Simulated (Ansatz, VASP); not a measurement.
## Ga2GeTeSe in VASP and in Ansatz

File INCAR:

```
SYSTEM = Ga2GeTeSe
ALGO = Normal
EDIFF = 1E-6
EDIFFG = -0.04
ENCUT = 600
GGA = PE
IBRION = 2
ISIF = 3
ISMEAR = 0
LASPH = .TRUE.
LCHARG = .FALSE.
LREAL = .FALSE.
LWAVE = .FALSE.
NELM = 100
NSW = 90
PREC = Accurate
SIGMA = 0.1
```

Contents of KPOINTS:

```
k-points
0
G
  4 4 4
  0 0 0
```

File POSCAR:

```
Ga2GeTeSe
1.0
    4.9606153800      0.0000000000      0.0000000000
    0.0000000000      4.9606153800      0.0000000000
    0.0000000000      0.0000000000      4.8156199500
Ga Ge Te Se
2 1 1 1
Direct
    0.0000000000      0.5000000000      0.5000000000
    0.5000000000      0.0000000000      0.5000000000
    0.5000000000      0.5000000000      0.0000000000
    0.0000000000      0.0000000000      0.0000000000
    0.5000000000      0.5000000000      0.5000000000
```

Input for Ansatz:

```yaml
crystal:
  lattice:
    - [4.96061538, 0.0, 0.0]
    - [0.0, 4.96061538, 0.0]
    - [0.0, 0.0, 4.81561995]
  atoms:
    - { symbol: Ga, position: [0.0, 0.5, 0.5] }
    - { symbol: Ga, position: [0.5, 0.0, 0.5] }
    - { symbol: Ge, position: [0.5, 0.5, 0.0] }
    - { symbol: Te, position: [0.0, 0.0, 0.0] }
    - { symbol: Se, position: [0.5, 0.5, 0.5] }
basis:
  ecutwfc: 420
kpoints:
  mp_grid: { grid: [4, 4, 4] }
hamiltonian:
  xc: pbe
scf:
  occupations: { method: gaussian, width: 0.1 }
  lower_state_search: "off"
output:
  forces: true
  stress: true
  eigenvalues: true
relax:
  adjacent_minimum: "off"
  f_tol: 0.04
  max_steps: 70
  cell: { stress_tol: 0.4 }
```

Change from the starting cell: species swapped into the CsHgBr2Cl type (P4/mmm, No. 123).

Alike in both runs: task relaxation of cell and atoms; functional PBE; k mesh 4 × 4 × 4; occupations gaussian, width 0.1 eV; no spin polarisation.

```csv
,VASP,Ansatz
version,VASP 6.6.1,Ansatz 0.2.0
potentials or method,"VASP PAW PBE potentials, release 64 (Ga_d, Ge_d, Te, Se), cutoff 600 eV","scalar-relativistic, plane waves, PAW"
valence electrons in the cell,52,72
```

```tsv
	VASP	Ansatz	Ansatz less VASP
gap on the k mesh at the Fermi level, each at its own relaxed structure (eV)	none	none	-
relaxed volume (Å³/atom)	28.06	28.02	-0.035
relaxed cell length with the largest relative difference (Å)	5.402	5.399	-0.0033
```

A gap of «none» marks a metal or a gap that the smearing closes. VASP's potentials hold 52 valence electrons a cell and Ansatz's 72, so a difference there can come from the potentials and not from the codes.

Spin-orbit coupling is off throughout. Noted on VASP's run: the volume moved by over 15 % at a fixed basis, so the end points are rough.
